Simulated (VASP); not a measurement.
# BAs (F-43m) in VASP: a series of runs

The runs below take BAs through single point, with r2SCAN.

All numbers are computed with VASP 6.6.1; they aren't measurements. Logs are shortened: lines on timing, memory, paths and dates and some standing lists are left out, and cuts for length are marked.

## Step 1: The cell of the first run

It takes space group F-43m (No. 216, cubic). The conventional cell has a = 4.686 Å, b = 4.686 Å, c = 4.686 Å, α = 90.00°, β = 90.00°, γ = 90.00°. Within 2.7 Å of B (site symmetry -43m) lie 4 As at 2.03 Å. Within 2.7 Å of As (site symmetry -43m) lie 4 B at 2.03 Å.

## Step 2: Single point, r2SCAN (volume scaled by 0.94)

File POSCAR:

```
BAs
1.0
    0.0000000000      2.3430888368      2.3430888368
    2.3430888368      0.0000000000      2.3430888368
    2.3430888368      2.3430888368      0.0000000000
B As
1 1
Direct
    0.0000000000      0.0000000000      0.0000000000
    0.2500000000      0.2500000000      0.2500000000
```

File INCAR.step1:

```
PREC     = Accurate       # precision mode
ENCUT    = 520            # plane-wave cutoff, eV
ISMEAR   = 0              # smearing method
SIGMA    = 0.02           # smearing width, eV
LREAL    = False          # projectors in reciprocal space
LASPH    = True           # aspherical terms in the spheres
NELM     = 60             # most SCF steps
NBANDS   = 11             # bands
GGA      = PE             # functional
ALGO     = Normal         # electronic algorithm
EDIFF    = 1E-4           # SCF threshold, eV
LWAVE    = True           # write WAVECAR
LCHARG   = False          # write CHGCAR
```

File INCAR.step2:

```
PREC     = Accurate       # precision mode
ENCUT    = 520            # plane-wave cutoff, eV
EDIFF    = 1E-7           # SCF threshold, eV
ISMEAR   = 0              # smearing method
SIGMA    = 0.02           # smearing width, eV
LREAL    = False          # projectors in reciprocal space
LASPH    = True           # aspherical terms in the spheres
NELM     = 60             # most SCF steps
ALGO     = Normal         # electronic algorithm
ISIF     = 2              # what is computed and relaxed
LWAVE    = False          # write WAVECAR
LCHARG   = False          # write CHGCAR
METAGGA  = R2SCAN         # meta-GGA
LMIXTAU  = True         
NBANDS   = 11             # bands
ISTART   = 1
```

File KPOINTS:

```
Automatic mesh
0
Gamma
  10 10 10
```

Potentials or basis: VASP PAW PBE potentials, release 64 (B, As).

Command:

```console
> cat potpaw_PBE.64/B/POTCAR potpaw_PBE.64/As/POTCAR > POTCAR
> cp INCAR.step1 INCAR
> mpirun -np 1 vasp_std > vasp.out
> cp INCAR.step2 INCAR
> mpirun -np 1 vasp_std > vasp.out
```

OUTCAR:

```text
PREC = Accurate
   ENCUT = 520
   EDIFF = 1E-7
   ISMEAR = 0
   LREAL = False
   LASPH = True
   NELM = 60
   ISIF = 2
   METAGGA = R2SCAN
   ISTART = 1

 ion  position               nearest neighbor table
   1  0.000  0.000  0.000-   2 2.03   2 2.03   2 2.03   2 2.03
   2  0.250  0.250  0.250-   1 2.03   1 2.03   1 2.03   1 2.03

  LATTYP: Found a face centered cubic cell.
 ALAT       =     4.6861776736

  Lattice vectors:

 A1 = (   0.0000000000,   2.3430888368,   2.3430888368)
 A2 = (   2.3430888368,   0.0000000000,   2.3430888368)
 A3 = (   2.3430888368,   2.3430888368,   0.0000000000)

Analysis of symmetry for initial positions (statically):
=====================================================================
 Subroutine PRICEL returns:
 Original cell was already a primitive cell.

 Routine SETGRP: Setting up the symmetry group for a
 face centered cubic supercell.

 Subroutine GETGRP returns: Found 24 space group operations
 (whereof 24 operations were pure point group operations)
 out of a pool of 48 trial point group operations.

The static configuration has the point symmetry T_d .

Analysis of symmetry for dynamics (positions and initial velocities):
=====================================================================
 Subroutine PRICEL returns:
 Original cell was already a primitive cell.

 Routine SETGRP: Setting up the symmetry group for a
 face centered cubic supercell.

 Subroutine GETGRP returns: Found 24 space group operations
 (whereof 24 operations were pure point group operations)
 out of a pool of 48 trial point group operations.

The dynamic configuration has the point symmetry T_d .

 Subroutine INISYM returns: Found 24 space group operations
 (whereof 24 operations are pure point group operations),
 and found     1 'primitive' translations

----------------------------------------------------------------------------------------

                                     Primitive cell

  volume of cell :      25.7274

  direct lattice vectors                    reciprocal lattice vectors
     0.000000000  2.343088837  2.343088837    -0.213393531  0.213393531  0.213393531
     2.343088837  0.000000000  2.343088837     0.213393531 -0.213393531  0.213393531
     2.343088837  2.343088837  0.000000000     0.213393531  0.213393531 -0.213393531

  length of vectors
     3.313628011  3.313628011  3.313628011     0.369608437  0.369608437  0.369608437

  position of ions in fractional coordinates (direct lattice)
     0.000000000  0.000000000  0.000000000
     0.250000000  0.250000000  0.250000000

  ion indices of the primitive-cell ions
   primitive index   ion index
                 1           1
                 2           2

----------------------------------------------------------------------------------------

 KPOINTS: Automatic mesh

Automatic generation of k-mesh.
 Grid dimensions read from file:
 generate k-points for:   10   10   10

 Generating k-lattice:

  Cartesian coordinates                     Fractional coordinates (reciprocal lattice)
    -0.021339353  0.021339353  0.021339353     0.100000000  0.000000000  0.000000000
     0.021339353 -0.021339353  0.021339353     0.000000000  0.100000000  0.000000000
     0.021339353  0.021339353 -0.021339353     0.000000000  0.000000000  0.100000000

  Length of vectors
     0.036960844  0.036960844  0.036960844

  Shift w.r.t. Gamma in fractional coordinates (k-lattice)
     0.000000000  0.000000000  0.000000000

 Subroutine IBZKPT returns following result:
 ===========================================

 Found     47 irreducible k-points:

 Following reciprocal coordinates:
            Coordinates               Weight
  0.000000  0.000000  0.000000      1.000000
  0.100000  0.000000  0.000000      8.000000
  0.200000  0.000000  0.000000      8.000000
  0.300000  0.000000  0.000000      8.000000
  0.400000  0.000000  0.000000      8.000000
  0.500000  0.000000  0.000000      4.000000
[... 16 lines left out ...]
  0.300000  0.300000  0.000000      6.000000
  0.400000  0.300000  0.000000     24.000000
 [... further k-points ...]
   k-points           NKPTS =     47   k-points in BZ     NKDIM =     47   number of bands    NBANDS=     11
   number of dos      NEDOS =    301   number of ions     NIONS =      2
   total plane-waves  NPLWV =  21952
   dimension x,y,z NGX =    28 NGY =   28 NGZ =   28
   dimension x,y,z NGXF=    56 NGYF=   56 NGZF=   56
   ions per type =               1   1
   NGX,Y,Z   is equivalent  to a cutoff of  14.05, 14.05, 14.05 a.u.
   NGXF,Y,Z  is equivalent  to a cutoff of  28.10, 28.10, 28.10 a.u.
 SYSTEM =  unknown system
   PREC   = accura    normal or accurate (medium, high low for compatibility)
   ISTART =      1    job   : 0-new  1-cont  2-samecut
   ICHARG =      0    charge: 1-file 2-atom 10-const
   ISPIN  =      1    spin polarized calculation?
   LNONCOLLINEAR =      F non collinear calculations
   LSORBIT =      F    spin-orbit coupling
   LASPH  =      T    aspherical Exc in radial PAW
   ENCUT  =  520.0 eV  38.22 Ry    6.18 a.u.   6.16  6.16  6.16*2*pi/ulx,y,z
   NELM   =     60;   NELMIN=  2; NELMDL=  0     # of ELM steps
   EDIFF  = 0.1E-06   stopping-criterion for ELM
   LREAL  =      F    real-space projection
   EDIFFG = 0.1E-05   stopping-criterion for IOM
   NSW    =      0    number of steps for IOM
   IBRION =     -1    ionic relax: 0-MD 1-quasi-New 2-CG
   NFREE  =      0    steps in history (QN), initial steepest desc. (CG)
   ISIF   =      2    stress and relaxation
   ISYM   =      2    0-nonsym 1-usesym 2-fastsym
   POTIM  = 0.5000    time-step for ionic-motion
   TEBEG  =    0.0;   TEEND  =   0.0 temperature during run
   PSTRESS=    0.0 pullay stress
   NELECT =       8.0000    total number of electrons
   NUPDOWN=      -1.0000    fix difference up-down
   EMIN   =  10.00;   EMAX   =-10.00  energy-range for DOS
   EFERMI =   0.00;   METHOD = LEGACY
   ISMEAR =     0;   SIGMA  =   0.02  broadening in eV -4-tet -1-fermi 0-gaus
   EFERMI_NEDOS =   21; number of points for ismear=-14 and -15
   IALGO  =     38    algorithm
   IMIX   =      4    mixing-type and parameters
     AMIX     =   0.40;   BMIX     =  1.00
     AMIX_MAG =   1.60;   BMIX_MAG =  1.00
  volume/ion in A,a.u.               =      12.86        86.81
  Fermi-wavevector in a.u.,A,eV,Ry     =   1.109105  2.095905 16.736722  1.230114
  Thomas-Fermi vector in A             =   2.245641
   LORBIT       =      0    0 simple, 1 ext, 2 COOP (PROOUT), +10 PAW based schemes
   METAGGA = R2SCAN    functional components
   LHFCALC =     F    Hartree Fock is set to
   AEXX    =    0.0000 exact exchange contribution
   IVDW    =     0    specifies the selected vdW correction
   LEPSILON=     F    determine dielectric tensor
   LRPA    =     F    only Hartree local field effects (RPA)
 non-spin polarized calculation
 Gauss-broadening in eV      SIGMA  =   0.02
  energy-cutoff  :      520.00
  volume of cell :       25.73
 maximum number of plane-waves:       701
 NGX is ok and might be reduce to    28
   NGX = 13   NGY = 13   NGZ = 13

 number of electron       8.0000000 magnetization

 Free energy of the ion-electron system (eV)
  ---------------------------------------------------
  ext. energy  EPLUGINS =         0.00000000
  ---------------------------------------------------
  free energy    TOTEN  =       -22.20412191 eV

  energy without entropy =      -22.20412191  energy(sigma->0) =      -22.20412191

 E-fermi :   6.7821     XC(G=0): -11.3965

 val. band max:        6.6838848479   @ k =   0.0000   0.0000   0.0000
 cond. band min:       7.9901503245   @ k =   0.4000   0.4000   0.0000
 fundamental gap:      1.3062654766
 Fermi energy:         6.7821257403

 k-point     1 :       0.0000    0.0000    0.0000
  band No.  band energies     occupation
      1     -10.0363      2.00000
      2       6.6839      2.00000
      3       6.6839      2.00000
      4       6.6839      2.00000
      5      10.1969      0.00000
      6      10.1969      0.00000
      7      10.1969      0.00000
      8      12.6187      0.00000
      9      17.3895      0.00000
     10      20.3543      0.00000
     11      20.3543      0.00000

 k-point     2 :       0.1000    0.0000    0.0000
  band No.  band energies     occupation
      1      -9.8548      2.00000
      2       5.1712      2.00000
      3       6.3398      2.00000
      4       6.3398      2.00000
      5      10.5398      0.00000
      6      10.6481      0.00000
      7      10.6481      0.00000
      8      13.3840      0.00000
      9      18.0869      0.00000
     10      19.2686      0.00000
     11      19.2686      0.00000

 k-point     3 :       0.2000    0.0000    0.0000
  band No.  band energies     occupation
      1      -9.3180      2.00000
      2       2.5860      2.00000
      3       5.6926      2.00000
      4       5.6926      2.00000
      5      10.4746      0.00000
      6      11.4462      0.00000
      7      11.4462      0.00000
      8      14.9628      0.00000
      9      18.5147      0.00000
     10      18.5147      0.00000
     11      19.0805      0.00000

 k-point     4 :       0.3000    0.0000    0.0000
  band No.  band energies     occupation
      1      -8.4615      2.00000
      2       0.0639      2.00000
      3       5.1249      2.00000
      4       5.1249      2.00000
      5      10.2448      0.00000
      6      11.8612      0.00000
      7      11.8612      0.00000
      8      16.1549      0.00000
      9      19.0651      0.00000
     10      19.0651      0.00000
     11      19.2050      0.00000
[... 239 lines left out ...]
 k-point    22 :      -0.2000    0.2000    0.0000
  band No.  band energies     occupation
      1      -8.1682      2.00000
      2       0.7511      2.00000
      3       2.1483      2.00000
      4       5.2299      2.00000
      5      11.1551      0.00000
      6      12.2421      0.00000
      7      13.3421      0.00000
      8      14.5612      0.00000
      9      17.1403      0.00000
     10      20.5193      0.00000
     11      22.4581      0.00000

 k-point    23 :       0.3000    0.3000    0.0000
  band No.  band energies     occupation
      1      -7.9067      2.00000
      2       1.0879      2.00000
      3       3.1026      2.00000
      4       3.1026      2.00000
      5       8.2276      0.00000
      6      10.6944      0.00000
      7      16.0553      0.00000
      8      16.0553      0.00000
      9      19.0647      0.00000
     10      22.6994      0.00000
     11      23.4397      0.00000

 k-point    24 :       0.4000    0.3000    0.0000
  band No.  band energies     occupation
      1      -7.0853      2.00000
      2      -0.3124      2.00000
      3       2.2429      2.00000
      4       2.7733      2.00000
      5       8.5559      0.00000
      6      10.4090      0.00000
      7      16.5365      0.00000
      8      16.7206      0.00000
      9      20.1894      0.00000
     10      23.6540      0.00000
     11      24.2575      0.00000

 [... further k-points ...]
[... 5 lines left out ...]
  --------------------------------------------------------------------------------------
  -------------------------------------------------------------------------------------
  Total        1.6538901      1.6538901      1.6538901     -0.0000000      0.0000000      0.0000000
  in kB      102.9961421    102.9961421    102.9961421     -0.0000000      0.0000000      0.0000000
  external PRESSURE =     102.9961421 kB  Pullay stress =       0.0000000 kB

 VOLUME and BASIS-vectors are now :
 -----------------------------------------------------------------------------
  energy-cutoff  :      520.00
  volume of cell :       25.73
      direct lattice vectors                 reciprocal lattice vectors
     0.000000000  2.343088837  2.343088837    -0.213393531  0.213393531  0.213393531
     2.343088837  0.000000000  2.343088837     0.213393531 -0.213393531  0.213393531
     2.343088837  2.343088837  0.000000000     0.213393531  0.213393531 -0.213393531

 POSITION                                       TOTAL-FORCE (eV/Angst)
 -----------------------------------------------------------------------------------
      0.00000      0.00000      0.00000         0.000000     -0.000000      0.000000
      1.17154      1.17154      1.17154        -0.000000      0.000000     -0.000000
 -----------------------------------------------------------------------------------
    total drift:                               -0.000000     -0.000000     -0.000000

  FREE ENERGIE OF THE ION-ELECTRON SYSTEM (eV)
  ---------------------------------------------------
  free  energy   TOTEN  =       -22.2041219101 eV

  energy  without entropy=      -22.2041219101  energy(sigma->0) =      -22.20412191
```

It took 53 s on 1 thread of Intel Xeon Platinum 8488C (Sapphire Rapids), shared host; peak memory 0.16 GiB.

Results:

```
Free energy            : -22.2041 eV
Pressure               : 10.3 GPa
Band gap on the k mesh : 1.31 eV, indirect (least direct gap 3.51 eV)
```

Caveat: the PAW data sets were made with another functional, which shifts forces and pressure a little. A k mesh can miss the band edges.

## Step 3: Single point, r2SCAN (volume scaled by 0.97)

File POSCAR:

```
BAs
1.0
    0.0000000000      2.3677547425      2.3677547425
    2.3677547425      0.0000000000      2.3677547425
    2.3677547425      2.3677547425      0.0000000000
B As
1 1
Direct
    0.0000000000      0.0000000000      0.0000000000
    0.2500000000      0.2500000000      0.2500000000
```

File INCAR.step1:

```
SYSTEM = BAs
PREC = Accurate
ENCUT = 520
ISMEAR = 0
SIGMA = 0.02
LREAL = .False.
LASPH = .True.
NELM = 80
NBANDS = 11
GGA = PE
ALGO = Normal
EDIFF = 1E-4
LWAVE = .True.
LCHARG = .False.
```

File INCAR.step2:

```
SYSTEM = BAs
PREC = Accurate
ENCUT = 520
EDIFF = 1E-6
ISMEAR = 0
SIGMA = 0.02
LREAL = .False.
LASPH = .True.
NELM = 80
ALGO = Normal
ISIF = 2
LWAVE = .False.
LCHARG = .False.
METAGGA = R2SCAN
LMIXTAU = .True.
NBANDS = 11
ISTART = 1
```

File KPOINTS:

```
Automatic mesh
0
Gamma
  10 10 10
  0 0 0
```

Potentials or basis: VASP PAW PBE potentials, release 64 (B, As).

Command:

```console
> cat potpaw_PBE.64/B/POTCAR potpaw_PBE.64/As/POTCAR > POTCAR
> cp INCAR.step1 INCAR
> mpirun -np 1 vasp_std > vasp.out
> cp INCAR.step2 INCAR
> mpirun -np 1 vasp_std > vasp.out
```

It took 55 s on 1 thread of Intel Xeon Platinum 8488C (Sapphire Rapids), shared host; peak memory 0.17 GiB.

It converged, with:

```yaml
Free_energy: -22.2430 eV
Pressure: 4.9 GPa
Band_gap_on_the_k_mesh: 1.34 eV, indirect (least direct gap 3.48 eV)
```

Levels at points of the mesh, in eV from the valence-band top:
```csv
k point,band 1,band 2,band 3,band 4,band 5,band 6,band 7,band 8,band 9
"(0.00, 0.00, 0.00)",-16.41,0.00,0.00,0.00,3.48,3.48,3.48,5.51,10.52
"(0.50, 0.00, 0.00)",-13.29,-9.44,-1.99,-1.99,3.14,5.08,5.08,9.63,13.86
"(0.50, 0.50, 0.00)",-11.81,-9.22,-4.43,-4.43,1.58,1.67,12.42,12.42,14.14
```

Caveat: the PAW data sets were made with another functional, which shifts forces and pressure a little.
